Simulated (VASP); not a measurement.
Write the native input for VASP 6.6.1 that does the following.

```
Task                   : single point
Functional             : PBEsol
Potentials or basis    : VASP PAW PBE potentials, release 64 (Li_sv, Cl)
Cutoff                 : 520 eV
k mesh                 : 8 × 8 × 8
Occupations            : gaussian, width 0.01 eV
Spin                   : no spin polarisation
Dipole correction      : no
Further INCAR settings : ALGO = Normal; EDIFF = 1e-06; NBANDS = 12
```

The structure of LiCl lies in POSCAR:

```
LiCl
1.0
    0.0000000000      2.2323431310      2.2323431310
    2.2323431310      0.0000000000      2.2323431310
    2.2323431310      2.2323431310      0.0000000000
Li Cl
1 1
Direct
    0.0000000000      0.0000000000      0.0000000000
    0.5000000000      0.5000000000      0.5000000000
```

One way to write it, as run:

INCAR

```
SYSTEM = LiCl
ALGO     = Normal         ! electronic algorithm
EDIFF    = 1E-6           ! SCF threshold, eV
ENCUT    = 520            ! plane-wave cutoff, eV
GGA      = PS             ! functional
ISIF     = 2              ! what is computed and relaxed
ISMEAR   = 0              ! smearing method
LASPH    = .TRUE.         ! aspherical terms in the spheres
LCHARG   = .FALSE.        ! write CHGCAR
LREAL    = .FALSE.        ! projectors in reciprocal space
LWAVE    = .FALSE.        ! write WAVECAR
NBANDS   = 12             ! bands
NELM     = 80             ! most SCF steps
PREC     = Accurate       ! precision mode
SIGMA    = 0.01           ! smearing width, eV
```

KPOINTS

```
k-points
0
G
  8 8 8
  0 0 0
```

Potentials or basis: VASP PAW PBE potentials, release 64 (Li_sv, Cl).

Command:

```console
$ cat potpaw_PBE.64/Li_sv/POTCAR potpaw_PBE.64/Cl/POTCAR > POTCAR
$ mpirun -np 1 vasp_std > vasp.out
```

It gave:

```yaml
Band_gap_on_the_k_mesh: 6.87 eV, indirect (least direct gap 7.38 eV)
```

It took 2.8 s on 1 thread of Intel(R) Xeon(R) 6975P-C (Granite Rapids), with other jobs on the host, peak memory 0.13 GiB.
